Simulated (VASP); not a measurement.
A run of VASP 6.6.1:

INCAR

```
ALGO = Normal ; EDIFF = 1E-6
ENCUT = 500 ; GGA_COMPAT = F
ISIF = 2 ; ISMEAR = 0
LASPH = T ; LCHARG = F
LREAL = F ; LWAVE = F
NBANDS = 16 ; NELM = 120
PREC = Accurate ; SIGMA = 0.05
```

The input KPOINTS:

```
k-points
0
Gamma
  6 6 6
```

The input POSCAR:

```
GaAs
1.0
    0.0000000000      2.8059835569      2.8059835569
    2.8059835569      0.0000000000      2.8059835569
    2.8059835569      2.8059835569      0.0000000000
Ga As
1 1
Direct
    0.0000000000      0.0000000000      0.0000000000
    0.2500000000      0.2500000000      0.2500000000
```

Potentials or basis: VASP PAW LDA potentials, release 64 (Ga_d, As).

Run with:

```bash
$ cat potpaw_LDA.64/Ga_d/POTCAR potpaw_LDA.64/As/POTCAR > POTCAR
$ mpirun -np 1 vasp_std > vasp.out
```

Hardware: 1 thread of Intel Xeon 8259CL, on a shared host.

Q: How long does it take, and how much memory?

A: Run time: 22 s on 1 thread of Intel Xeon 8259CL, on a shared host, peak memory 0.15 GiB. Counts: scf iterations 12, k points 16.
